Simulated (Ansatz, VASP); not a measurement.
Two plane-wave programs on Sn

Contents of INCAR:

```
SYSTEM = Sn
ALGO = Normal
EDIFF = 1E-7
ENCUT = 520
ISIF = 2
ISMEAR = -1
LASPH = .TRUE.
LCHARG = .TRUE.
LELF = .TRUE.
LREAL = .FALSE.
LVHAR = .TRUE.
LWAVE = .FALSE.
NBANDS = 13
NELM = 60
PREC = Accurate
SIGMA = 0.05
```

Contents of KPOINTS:

```
k-points
0
G
  11 11 11
  0 0 0
```

Contents of POSCAR:

```
Sn
1.0
   -1.7032045314      1.7515501800      2.3067389097
    1.7032045314     -1.7515501800      2.3067389097
    1.7032045314      1.7515501800     -2.3067389097
Sn
1
Direct
    0.0000000000      0.0000000000      0.0000000000
```

The input input.yaml:

```yaml
crystal:
  lattice:
    - [-1.7032045314, 1.75155018, 2.3067389097]
    - [1.7032045314, -1.75155018, 2.3067389097]
    - [1.7032045314, 1.75155018, -2.3067389097]
  atoms:
    - { symbol: Sn, position: [0.0, 0.0, 0.0] }
hamiltonian:
  xc: lda
  pseudopotentials: { kind: paw }
kpoints:
  mp_grid: { grid: [11, 11, 11] }
scf:
  occupations: { method: fermi_dirac, width: 0.05 }
output:
  forces: true
  stress: true
  eigenvalues: true
  write_density: true
  write_potential: true
  elf: true
  volumetric_format: npy
```

Alike in both runs: task single point; functional LDA; k mesh 11 × 11 × 11; occupations fermi-dirac, width 0.05 eV; no spin polarisation.

```csv
,VASP,Ansatz
version,VASP 6.6.1,Ansatz 0.2.0
potentials or method,"VASP PAW LDA potentials, release 64 (Sn_d)",Ansatz PAW
plane-wave cutoff (eV),520,420
valence electrons in the cell,14,14
```

|  | VASP | Ansatz | Ansatz less VASP |
| --- | --- | --- | --- |
| gap on the k mesh at the Fermi level (eV) | none | none | - |
| pressure (GPa) | -3.2 | -3.2 | +0.02 |
| traceless stress, the component that is largest in VASP (GPa) | -1.01 | -1.03 | -0.017 |

LDA's correlation is that of Perdew and Zunger in VASP and of Perdew and Wang (1992) in Ansatz. A gap of «none» marks a metal or a gap that the smearing closes.
